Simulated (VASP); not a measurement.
# CdS (F-43m) in VASP: a series of runs, part 2 of 2

VASP 6.6.1. The steps go on from the part before.

**4. Single point, PBEsol, non-collinear spin, zero start, spin-orbit coupling**

This run uses another cell than the first one, of 22.52 Å³/atom.

Input file INCAR:

```
ALGO = Normal
EDIFF = 1E-6
ENCUT = 520
GGA = PS
GGA_COMPAT = F
ISIF = 2
ISMEAR = 0
LASPH = T
LCHARG = F
LORBIT = 11
LORBMOM = T
LREAL = F
LSORBIT = T
LWAVE = F
MAGMOM = 0 0 0 0 0 0
NBANDS = 30
NELM = 150
PREC = Accurate
SIGMA = 0.01
```

Input file KPOINTS:

```
k-points
0
Gamma
  8 8 8
```

Input file POSCAR:

```
CdS
1.0
    2.8241375675      2.8241375675      0.0000000000
   -2.8241375675      2.8241375675      0.0000000000
    0.0000000000      2.8241375675      2.8241375675
Cd S
1 1
Direct
    0.0000000000      0.0000000000      0.0000000000
    0.7500000000      0.2500000000      0.5000000000
```

Potentials or basis: VASP PAW PBE potentials, release 64 (Cd, S).

Command:

```console
$ cat potpaw_PBE.64/Cd/POTCAR potpaw_PBE.64/S/POTCAR > POTCAR
$ mpirun -np 1 vasp_ncl > vasp.out
```

OUTCAR:

```text
EDIFF = 1E-6
   ENCUT = 520
   GGA = PS
   ISIF = 2
   ISMEAR = 0
   LASPH = T
   LORBIT = 11
   LREAL = F
   LSORBIT = T
   NELM = 150
   PREC = Accurate

 ion  position               nearest neighbor table
   1  0.000  0.000  0.000-   2 2.45   2 2.45   2 2.45   2 2.45
   2  0.750  0.250  0.500-   1 2.45   1 2.45   1 2.45   1 2.45

  LATTYP: Found a face centered cubic cell.
 ALAT       =     5.6482751350

  Lattice vectors:

 A1 = (   0.0000000000,   2.8241375675,   2.8241375675)
 A2 = (   2.8241375675,   0.0000000000,   2.8241375675)
 A3 = (   2.8241375675,   2.8241375675,   0.0000000000)

Analysis of symmetry for initial positions (statically):
=====================================================================
 Subroutine PRICEL returns:
 Original cell was already a primitive cell.

 Routine SETGRP: Setting up the symmetry group for a
 face centered cubic supercell.

 Subroutine GETGRP returns: Found 24 space group operations
 (whereof 24 operations were pure point group operations)
 out of a pool of 48 trial point group operations.

The static configuration has the point symmetry T_d .

Analysis of symmetry for dynamics (positions and initial velocities):
=====================================================================
 Subroutine PRICEL returns:
 Original cell was already a primitive cell.

 Routine SETGRP: Setting up the symmetry group for a
 face centered cubic supercell.

 Subroutine GETGRP returns: Found 24 space group operations
 (whereof 24 operations were pure point group operations)
 out of a pool of 48 trial point group operations.

The dynamic configuration has the point symmetry T_d .

Analysis of structural, dynamic, and magnetic symmetry:
=====================================================================
 Subroutine PRICEL returns:
 Original cell was already a primitive cell.

 Routine SETGRP: Setting up the symmetry group for a
 face centered cubic supercell.

[... 997 lines left out ...]

 orbital moment (y)

 # of ion     p       d       tot
 ----------------------------------------
  1         0.000  -0.000  -0.000
  2        -0.000   0.000  -0.000
 ----------------------------------------
            0.000  -0.000  -0.000

 orbital moment (z)

 # of ion     p       d       tot
 ----------------------------------------
  1         0.000   0.000   0.000
  2         0.000   0.000   0.000
 ----------------------------------------
            0.000   0.000   0.000

 Spin-Orbit-Coupling matrix elements

 Ion:    1  E_soc:     -0.0603260
 l=   1
     0.0000000    -0.0029037    -0.0029037
    -0.0029037     0.0000000    -0.0029037
    -0.0029037    -0.0029037     0.0000000
 l=   2
     0.0000000    -0.0014676     0.0000000    -0.0014676    -0.0056831
    -0.0014676     0.0000000    -0.0042623    -0.0014676    -0.0014208
     0.0000000    -0.0042623     0.0000000    -0.0042623     0.0000000
    -0.0014676    -0.0014676    -0.0042623     0.0000000    -0.0014208
    -0.0056831    -0.0014208     0.0000000    -0.0014208     0.0000000
 l=   3
     0.0000000     0.0000000     0.0000000     0.0000000     0.0000000     0.0000000     0.0000000
     0.0000000     0.0000000     0.0000000     0.0000000     0.0000000     0.0000000     0.0000000
     0.0000000     0.0000000     0.0000000     0.0000000     0.0000000     0.0000000     0.0000000
     0.0000000     0.0000000     0.0000000     0.0000000     0.0000000     0.0000000     0.0000000
     0.0000000     0.0000000     0.0000000     0.0000000     0.0000000     0.0000000     0.0000000
     0.0000000     0.0000000     0.0000000     0.0000000     0.0000000     0.0000000     0.0000000
     0.0000000     0.0000000     0.0000000     0.0000000     0.0000000     0.0000000     0.0000000

 Ion:    2  E_soc:     -0.0021062
 l=   1
     0.0000000    -0.0003510    -0.0003510
    -0.0003510     0.0000000    -0.0003510
    -0.0003510    -0.0003510     0.0000000
 l=   2
     0.0000000     0.0000000     0.0000000     0.0000000     0.0000000
     0.0000000     0.0000000     0.0000000     0.0000000     0.0000000
     0.0000000     0.0000000     0.0000000     0.0000000     0.0000000
     0.0000000     0.0000000     0.0000000     0.0000000     0.0000000
     0.0000000     0.0000000     0.0000000     0.0000000     0.0000000
 l=   3
     0.0000000     0.0000000     0.0000000     0.0000000     0.0000000     0.0000000     0.0000000
     0.0000000     0.0000000     0.0000000     0.0000000     0.0000000     0.0000000     0.0000000
     0.0000000     0.0000000     0.0000000     0.0000000     0.0000000     0.0000000     0.0000000
     0.0000000     0.0000000     0.0000000     0.0000000     0.0000000     0.0000000     0.0000000
     0.0000000     0.0000000     0.0000000     0.0000000     0.0000000     0.0000000     0.0000000
     0.0000000     0.0000000     0.0000000     0.0000000     0.0000000     0.0000000     0.0000000
     0.0000000     0.0000000     0.0000000     0.0000000     0.0000000     0.0000000     0.0000000

 total charge

# of ion       s       p       d       tot
------------------------------------------
    1        0.454   0.397   9.563  10.414
    2        1.315   2.421   0.000   3.736
--------------------------------------------------
tot          1.768   2.819   9.563  14.150

 magnetization (x)

# of ion       s       p       d       tot
------------------------------------------
    1        0.000  -0.000  -0.000  -0.000
    2        0.000   0.000   0.000   0.000
--------------------------------------------------
tot          0.000  -0.000  -0.000  -0.000

 magnetization (y)

# of ion       s       p       d       tot
------------------------------------------
    1       -0.000  -0.000   0.000  -0.000
    2        0.000   0.000   0.000   0.000
--------------------------------------------------
tot          0.000  -0.000   0.000  -0.000

 magnetization (z)

# of ion       s       p       d       tot
------------------------------------------
    1        0.000   0.000  -0.000   0.000
    2       -0.000   0.000   0.000   0.000
--------------------------------------------------
tot          0.000   0.000  -0.000   0.000
```

stdout:

```text
POSCAR found type information on POSCAR CdS
 POSCAR found :  2 types and       2 ions
 scaLAPACK will be used
 -----------------------------------------------------------------------------
|                                                                             |
|                                                                             |
|     You enforced a specific xc type in the INCAR file but a different       |
|     I HOPE YOU KNOW WHAT YOU ARE DOING!                                     |
|                                                                             |
 -----------------------------------------------------------------------------

 LDA part: xc-table for (Slater+PW92), standard interpolation
 POSCAR, INCAR and KPOINTS ok, starting setup
 FFT: planning ... GRIDC
 FFT: planning ... GRID_SOFT
 FFT: planning ... GRID
 WAVECAR not read
 entering main loop
```

Wall time 92 s (1 thread of Intel Xeon 6975P-C (Granite Rapids), shared host); peak memory 0.32 GiB.

Results:

```yaml
Free_energy: -6.7432 eV
Pressure: 7.5 GPa
Net_moment: 0.00 μB per cell
Valence_electrons_inside_the_program's_atomic_spheres: Cd 10.41; S 3.74
```

Moments on the atoms (μB; x, y, z):
```
Cd  0.00 0.00 0.00
S   0.00 0.00 0.00
```

Caveat: the cell stands under pressure; the PAW data sets were made with another functional, which shifts forces and pressure a little.

**5. The runs side by side**

| cell | pressure (GPa) | moment (μB) |
| --- | --- | --- |
| a = 3.896 Å, angles 60.0, 60.0, 90.0°, 2 atoms | 15.7 | 0.00 |
| a = 3.954 Å, angles 60.0, 60.0, 90.0°, 2 atoms | 10.6 | 0.00 |
| a = 3.994 Å, angles 60.0, 60.0, 90.0°, 2 atoms | 7.5 | 0.00 |

Alike in all rows: task single point; level PBEsol; potentials or basis VASP PAW PBE potentials, release 64 (Cd, S); spin non-collinear, zero start, SOC; k mesh 8 × 8 × 8; cutoff (eV) 520; smearing gaussian 0.01 eV.

Caveats: the cell stands under pressure; the PAW data sets were made with another functional, which shifts forces and pressure a little.

Total energies depend on the potentials used, so only differences within one code and one set of settings carry meaning.
